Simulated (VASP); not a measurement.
# Ca (Fm-3m) in VASP: single point with r2SCAN

Aim: the single point of Ca with r2SCAN.

Everything below comes from runs of VASP 6.6.1. Logs are shortened: lines on timing, memory, paths and dates and some standing lists are left out, and cuts for length are marked.

**1. The cell of the first run**

It takes space group Fm-3m (No. 225, cubic). The conventional cell has a = 5.219 Å, b = 5.219 Å, c = 5.219 Å, α = 90.00°, β = 90.00°, γ = 90.00°. Ca (site symmetry m-3m) has 12 Ca at 3.69 Å within 4.8 Å.

**2. Single point, r2SCAN**

Contents of POSCAR:

```
Ca
1.0
    0.0000000000      2.6095160000      2.6095160000
    2.6095160000      0.0000000000      2.6095160000
    2.6095160000      2.6095160000      0.0000000000
Ca
1
Direct
    0.0000000000      0.0000000000      0.0000000000
```

Contents of INCAR.step1:

```
SYSTEM = Ca
PREC = Accurate
ENCUT = 520
ISMEAR = -1
SIGMA = 0.1
LREAL = .FALSE.
LASPH = .TRUE.
NELM = 80
NBANDS = 11
GGA = PE
ALGO = Normal
EDIFF = 1E-4
LWAVE = .TRUE.
LCHARG = .FALSE.
```

Contents of INCAR.step2:

```
SYSTEM = Ca
PREC = Accurate
ENCUT = 520
EDIFF = 1E-6
ISMEAR = -1
SIGMA = 0.1
LREAL = .FALSE.
LASPH = .TRUE.
NELM = 80
ALGO = Normal
ISIF = 2
LWAVE = .FALSE.
LCHARG = .FALSE.
METAGGA = R2SCAN
LMIXTAU = .TRUE.
NBANDS = 11
ISTART = 1
```

Contents of KPOINTS:

```
regular mesh
0
G
  11 11 11
  0 0 0
```

Potentials or basis: VASP PAW PBE potentials, release 64 (Ca_sv).

Launch:

```sh
$ cat potpaw_PBE.64/Ca_sv/POTCAR > POTCAR
$ cp INCAR.step1 INCAR
$ mpirun -np 1 vasp_std > vasp.out
$ cp INCAR.step2 INCAR
$ mpirun -np 1 vasp_std > vasp.out
```

OUTCAR:

```text
SYSTEM = Ca
   PREC = Accurate
   ENCUT = 520
   EDIFF = 1E-6
   ISMEAR = -1
   LREAL = .FALSE.
   LASPH = .TRUE.
   NELM = 80
   ISIF = 2
   METAGGA = R2SCAN
   ISTART = 1

 ion  position               nearest neighbor table
   1  0.000  0.000  0.000-

  LATTYP: Found a face centered cubic cell.
 ALAT       =     5.2190320000

  Lattice vectors:

 A1 = (   0.0000000000,   2.6095160000,   2.6095160000)
 A2 = (   2.6095160000,   0.0000000000,   2.6095160000)
 A3 = (   2.6095160000,   2.6095160000,   0.0000000000)

Analysis of symmetry for initial positions (statically):
=====================================================================
 Subroutine PRICEL returns:
 Original cell was already a primitive cell.

 Routine SETGRP: Setting up the symmetry group for a
 face centered cubic supercell.

 Subroutine GETGRP returns: Found 48 space group operations
 (whereof 48 operations were pure point group operations)
 out of a pool of 48 trial point group operations.

The static configuration has the point symmetry O_h .

Analysis of symmetry for dynamics (positions and initial velocities):
=====================================================================
 Subroutine PRICEL returns:
 Original cell was already a primitive cell.

 Routine SETGRP: Setting up the symmetry group for a
 face centered cubic supercell.

 Subroutine GETGRP returns: Found 48 space group operations
 (whereof 48 operations were pure point group operations)
 out of a pool of 48 trial point group operations.

The dynamic configuration has the point symmetry O_h .

 Subroutine INISYM returns: Found 48 space group operations
 (whereof 48 operations are pure point group operations),
 and found     1 'primitive' translations

----------------------------------------------------------------------------------------

                                     Primitive cell

  volume of cell :      35.5394

  direct lattice vectors                    reciprocal lattice vectors
     0.000000000  2.609516000  2.609516000    -0.191606413  0.191606413  0.191606413
     2.609516000  0.000000000  2.609516000     0.191606413 -0.191606413  0.191606413
     2.609516000  2.609516000  0.000000000     0.191606413  0.191606413 -0.191606413

  length of vectors
     3.690412918  3.690412918  3.690412918     0.331872042  0.331872042  0.331872042

  position of ions in fractional coordinates (direct lattice)
     0.000000000  0.000000000  0.000000000

  ion indices of the primitive-cell ions
   primitive index   ion index
                 1           1

----------------------------------------------------------------------------------------

 KPOINTS: regular mesh

Automatic generation of k-mesh.
 Grid dimensions read from file:
 generate k-points for:   11   11   11

 Generating k-lattice:

  Cartesian coordinates                     Fractional coordinates (reciprocal lattice)
    -0.017418765  0.017418765  0.017418765     0.090909091  0.000000000  0.000000000
     0.017418765 -0.017418765  0.017418765     0.000000000  0.090909091  0.000000000
     0.017418765  0.017418765 -0.017418765     0.000000000  0.000000000  0.090909091

  Length of vectors
     0.030170186  0.030170186  0.030170186

  Shift w.r.t. Gamma in fractional coordinates (k-lattice)
     0.000000000  0.000000000  0.000000000

 Subroutine IBZKPT returns following result:
 ===========================================

 Found     56 irreducible k-points:

 Following reciprocal coordinates:
            Coordinates               Weight
  0.000000  0.000000  0.000000      1.000000
  0.090909  0.000000  0.000000      8.000000
  0.181818  0.000000  0.000000      8.000000
  0.272727  0.000000  0.000000      8.000000
  0.363636  0.000000  0.000000      8.000000
  0.454545  0.000000  0.000000      8.000000
[... 16 lines left out ...]
 -0.272727  0.181818  0.000000     24.000000
 -0.181818  0.181818  0.000000     12.000000
 [... further k-points ...]
   k-points           NKPTS =     56   k-points in BZ     NKDIM =     56   number of bands    NBANDS=     11
   number of dos      NEDOS =    301   number of ions     NIONS =      1
   total plane-waves  NPLWV =  21952
   dimension x,y,z NGX =    28 NGY =   28 NGZ =   28
   dimension x,y,z NGXF=    56 NGYF=   56 NGZF=   56
   ions per type =               1
   NGX,Y,Z   is equivalent  to a cutoff of  12.61, 12.61, 12.61 a.u.
   NGXF,Y,Z  is equivalent  to a cutoff of  25.23, 25.23, 25.23 a.u.
 SYSTEM =  Ca
   PREC   = accura    normal or accurate (medium, high low for compatibility)
   ISTART =      1    job   : 0-new  1-cont  2-samecut
   ICHARG =      0    charge: 1-file 2-atom 10-const
   ISPIN  =      1    spin polarized calculation?
   LNONCOLLINEAR =      F non collinear calculations
   LSORBIT =      F    spin-orbit coupling
   LASPH  =      T    aspherical Exc in radial PAW
   ENCUT  =  520.0 eV  38.22 Ry    6.18 a.u.   6.86  6.86  6.86*2*pi/ulx,y,z
   NELM   =     80;   NELMIN=  2; NELMDL=  0     # of ELM steps
   EDIFF  = 0.1E-05   stopping-criterion for ELM
   LREAL  =      F    real-space projection
   EDIFFG = 0.1E-04   stopping-criterion for IOM
   NSW    =      0    number of steps for IOM
   IBRION =     -1    ionic relax: 0-MD 1-quasi-New 2-CG
   NFREE  =      0    steps in history (QN), initial steepest desc. (CG)
   ISIF   =      2    stress and relaxation
   ISYM   =      2    0-nonsym 1-usesym 2-fastsym
   POTIM  = 0.5000    time-step for ionic-motion
   TEBEG  =    0.0;   TEEND  =   0.0 temperature during run
   PSTRESS=    0.0 pullay stress
   NELECT =      10.0000    total number of electrons
   NUPDOWN=      -1.0000    fix difference up-down
   EMIN   =  10.00;   EMAX   =-10.00  energy-range for DOS
   EFERMI =   0.00;   METHOD = LEGACY
   ISMEAR =    -1;   SIGMA  =   0.10  broadening in eV -4-tet -1-fermi 0-gaus
   EFERMI_NEDOS =   21; number of points for ismear=-14 and -15
   IALGO  =     38    algorithm
   IMIX   =      4    mixing-type and parameters
     AMIX     =   0.40;   BMIX     =  1.00
     AMIX_MAG =   1.60;   BMIX_MAG =  1.00
  volume/ion in A,a.u.               =      35.54       239.83
  Fermi-wavevector in a.u.,A,eV,Ry     =   1.072766  2.027233 15.657941  1.150826
  Thomas-Fermi vector in A             =   2.208545
   LORBIT       =      0    0 simple, 1 ext, 2 COOP (PROOUT), +10 PAW based schemes
   METAGGA = R2SCAN    functional components
   LHFCALC =     F    Hartree Fock is set to
   AEXX    =    0.0000 exact exchange contribution
   IVDW    =     0    specifies the selected vdW correction
   LEPSILON=     F    determine dielectric tensor
   LRPA    =     F    only Hartree local field effects (RPA)
 non-spin polarized calculation
  energy-cutoff  :      520.00
  volume of cell :       35.54
 maximum number of plane-waves:       969
   NGX = 13   NGY = 13   NGZ = 13

 number of electron       9.9999997 magnetization

 Free energy of the ion-electron system (eV)
  ---------------------------------------------------
  ext. energy  EPLUGINS =         0.00000000
  ---------------------------------------------------
  free energy    TOTEN  =        -6.94644601 eV

  energy without entropy =       -6.91249586  energy(sigma->0) =       -6.92947094

 E-fermi :   2.7375     XC(G=0):  -8.8046

 val. band max:        2.7145008258   @ k =  -0.3636   0.3636   0.0000
 cond. band min:       2.8148934808   @ k =  -0.3636   0.2727   0.0909
 fundamental gap:      0.1003926550
 Fermi energy:         2.7374805095

 k-point     1 :       0.0000    0.0000    0.0000
  band No.  band energies     occupation
      1     -40.6377      2.00000
      2     -20.6323      2.00000
      3     -20.6323      2.00000
      4     -20.6322      2.00000
      5      -1.8513      2.00000
      6       5.6746      0.00000
      7       5.6746      0.00000
      8       5.6746      0.00000
      9       7.0357      0.00000
     10       7.0357      0.00000
     11      13.0851      0.00000

 k-point     2 :       0.0909    0.0000    0.0000
  band No.  band energies     occupation
      1     -40.6352      2.00000
      2     -20.6543      2.00000
      3     -20.6351      2.00000
      4     -20.6350      2.00000
      5      -1.6786      2.00000
      6       5.4675      0.00000
      7       5.7409      0.00000
      8       5.7410      0.00000
      9       6.9716      0.00000
     10       6.9716      0.00000
     11      13.3400      0.00000

 k-point     3 :       0.1818    0.0000    0.0000
  band No.  band energies     occupation
      1     -40.6284      2.00000
      2     -20.7128      2.00000
      3     -20.6425      2.00000
      4     -20.6424      2.00000
      5      -1.1782      2.00000
      6       4.9521      0.00000
      7       5.8504      0.00000
      8       5.8504      0.00000
      9       6.9085      0.00000
     10       6.9085      0.00000
     11      12.9930      0.00000

 k-point     4 :       0.2727    0.0000    0.0000
  band No.  band energies     occupation
      1     -40.6196      2.00000
      2     -20.7883      2.00000
      3     -20.6522      2.00000
      4     -20.6522      2.00000
      5      -0.4042      2.00000
      6       4.2973      0.00000
      7       5.7928      0.00000
      8       5.7928      0.00000
      9       7.1183      0.00000
     10       7.1183      0.00000
     11      11.5384      0.00000
[... 239 lines left out ...]
 k-point    22 :      -0.3636    0.1818    0.0000
  band No.  band energies     occupation
      1     -40.6037      2.00000
      2     -20.8615      2.00000
      3     -20.7251      2.00000
      4     -20.6732      2.00000
      5       1.6638      1.99996
      6       3.2200      0.01592
      7       4.7396      0.00000
      8       5.9107      0.00000
      9       7.4371      0.00000
     10       8.3033      0.00000
     11       9.8091      0.00000

 k-point    23 :      -0.2727    0.1818    0.0000
  band No.  band energies     occupation
      1     -40.6091      2.00000
      2     -20.8255      2.00000
      3     -20.7168      2.00000
      4     -20.6610      2.00000
      5       0.7178      2.00000
      6       3.9024      0.00002
      7       4.8855      0.00000
      8       6.0366      0.00000
      9       6.8829      0.00000
     10       8.0971      0.00000
     11      10.8911      0.00000

 k-point    24 :      -0.1818    0.1818    0.0000
  band No.  band energies     occupation
      1     -40.6166      2.00000
      2     -20.7812      2.00000
      3     -20.6934      2.00000
      4     -20.6496      2.00000
      5      -0.1476      2.00000
      6       4.3507      0.00000
      7       5.3001      0.00000
      8       6.2598      0.00000
      9       6.3940      0.00000
     10       7.6623      0.00000
     11      12.0446      0.00000

 [... further k-points ...]
[... 5 lines left out ...]
  --------------------------------------------------------------------------------------
  -------------------------------------------------------------------------------------
  Total        1.0654485      1.0654485      1.0654485      0.0000000      0.0000000     -0.0000000
  in kB       48.0322765     48.0322765     48.0322765      0.0000000      0.0000000     -0.0000000
  external PRESSURE =      48.0322765 kB  Pullay stress =       0.0000000 kB

 VOLUME and BASIS-vectors are now :
 -----------------------------------------------------------------------------
  energy-cutoff  :      520.00
  volume of cell :       35.54
      direct lattice vectors                 reciprocal lattice vectors
     0.000000000  2.609516000  2.609516000    -0.191606413  0.191606413  0.191606413
     2.609516000  0.000000000  2.609516000     0.191606413 -0.191606413  0.191606413
     2.609516000  2.609516000  0.000000000     0.191606413  0.191606413 -0.191606413

 POSITION                                       TOTAL-FORCE (eV/Angst)
 -----------------------------------------------------------------------------------
      0.00000      0.00000      0.00000        -0.000000      0.000000      0.000000
 -----------------------------------------------------------------------------------
    total drift:                               -0.000000     -0.000000     -0.000000

  FREE ENERGIE OF THE ION-ELECTRON SYSTEM (eV)
  ---------------------------------------------------
  free  energy   TOTEN  =        -6.9464460135 eV

  energy  without entropy=       -6.9124958571  energy(sigma->0) =       -6.92947094
```

It took 72 s on 1 thread of AMD EPYC 7R13 (Zen 3), shared host; peak memory 0.14 GiB.

Results:

```
Free energy            : -6.9464 eV
Pressure               : 4.8 GPa
Band gap on the k mesh : zero (band 5 reaches 2.82 eV, above the bottom of band 6 at 2.67 eV)
```

Caveat: the PAW data sets were made with another functional, which shifts forces and pressure a little.
